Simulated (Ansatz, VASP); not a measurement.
## BN in VASP and in Ansatz

```xyz
2
Lattice="0.0000 1.6057 1.6057 1.6057 0.0000 1.6057 1.6057 1.6057 0.0000" Properties=species:S:1:pos:R:3 pbc="T T T"
B     0.0000    0.0000    0.0000
N     1.6057    1.6057    1.6057
```

Change from the starting cell: volume scaled by 0.8, LAPW.

Alike in both runs: task single point; functional LDA; k mesh 15 × 15 × 15; occupations fermi-dirac, width 0.05 eV; no spin polarisation.

|  | VASP | Ansatz |
| --- | --- | --- |
| version | VASP 6.6.1 | Ansatz 0.2.0 |
| potentials or method | VASP PAW LDA potentials, release 64 (B, N), cutoff 600 eV | all-electron LAPW, scalar-relativistic |

```csv
,VASP,Ansatz,Ansatz less VASP
gap on the k mesh at the Fermi level (eV),3.54,3.55,+0.004
pressure (GPa),143.1,142.0,-1.17
```

LDA's correlation is that of Perdew and Zunger in VASP and of Perdew and Wang (1992) in Ansatz. Both programs put the cell under a high pressure, so it lies far from rest at this level. Ansatz ran all-electron here, and VASP with PAW potentials.

Noted on VASP's run: the cell as given lies far from equilibrium.
